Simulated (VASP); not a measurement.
Set up this calculation in VASP 6.6.1, as the native input.

```yaml
Task: single point
Functional: PBE
Potentials_or_basis: VASP PAW PBE potentials, release 64 (O, Ru_pv, W_sv)
Cutoff: 520 eV
k_mesh: 2 × 2 × 2, shifted
Occupations: gaussian, width 0.1 eV
Spin: no spin polarisation
Dipole_correction: no
Further_INCAR_settings: LREAL = Auto; ALGO = Normal; EDIFF = 1e-06; NBANDS = 122; ISYM = 0
```

The structure of RuWO4 lies in POSCAR:

```
RuWO4
1.0
    4.8827577596     -4.8766381026     -0.0000018103
   -4.8186469902     -4.8125273332      0.0000200705
   -0.0320411622      4.8445945871     -5.6534929629
O Ru W
16 4 4
Direct
    0.7528462825      0.4665933843      0.5008797736
    0.5014167542      0.2150552522     -0.0019653599
    0.2527074886      0.9663784345      0.5006093687
    0.0014056322      0.7151436813      0.9979612942
    0.7470010127      0.0369822780      0.5008969246
    0.4955902372      0.7856264842      0.9980396961
    0.2468599813      0.5368815292      0.5005893475
   -0.0044722438      0.2854996653      0.9979410229
    0.9272221370      0.1245977763      0.2494172395
    0.6589621608      0.8738886314      0.7493837799
    0.4272033464      0.6245489592      0.2493286052
    0.1589861734      0.3738910570      0.7493952883
    0.3211725887      0.1274960156      0.2494086624
    0.0893902321      0.8781450995      0.7493667897
    0.8211022751      0.6274618852      0.2493419074
    0.5893937778      0.3781792793      0.7494026024
    0.6242643834      0.1261104684      0.2495797058
    0.3741335283      0.8759289915      0.7493029011
    0.1240802109      0.6259067147      0.2491665678
    0.8742040875      0.3760884814      0.7494333389
    0.7578815053      0.7597427570      0.5167824114
    0.4904869935      0.4922890342      0.9820102257
    0.2578686663      0.2596678718      0.5167547329
    0.9904940685      0.9923629846      0.9820157259
```

The input as run:

INCAR

```
SYSTEM = RuWO4
PREC = Accurate ; ENCUT = 520
EDIFF = 1E-6 ; ISMEAR = 0
SIGMA = 0.1 ; LREAL = Auto
LASPH = .TRUE. ; NELM = 60
ALGO = Normal ; ISIF = 2
LWAVE = .FALSE. ; LCHARG = .FALSE.
GGA = PE ; NBANDS = 122
ISYM = 0
```

KPOINTS

```
Automatic mesh
0
Gamma
  2 2 2
  0.5 0.5 0.5
```

Potentials or basis: VASP PAW PBE potentials, release 64 (O, Ru_pv, W_sv).

The run is started by

```sh
$ cat potpaw_PBE.64/O/POTCAR potpaw_PBE.64/Ru_pv/POTCAR potpaw_PBE.64/W_sv/POTCAR > POTCAR
$ mpirun -np 1 vasp_std > vasp.out
```

Results of the run:

```
Pressure               : 1.2 GPa
Largest force          : 0.192 eV/Å
Band gap on the k mesh : zero (bands 104 and 105 overlap by 0.24 eV)
```

Caveat: the k points lie up to 0.54 Å⁻¹ apart; spin-orbit coupling is left out, which moves the levels of the heavy elements.

Run time: 5.4 min on 1 thread of Intel(R) Xeon(R) Platinum 8488C (Sapphire Rapids), with other jobs on the host, peak memory 0.42 GiB.
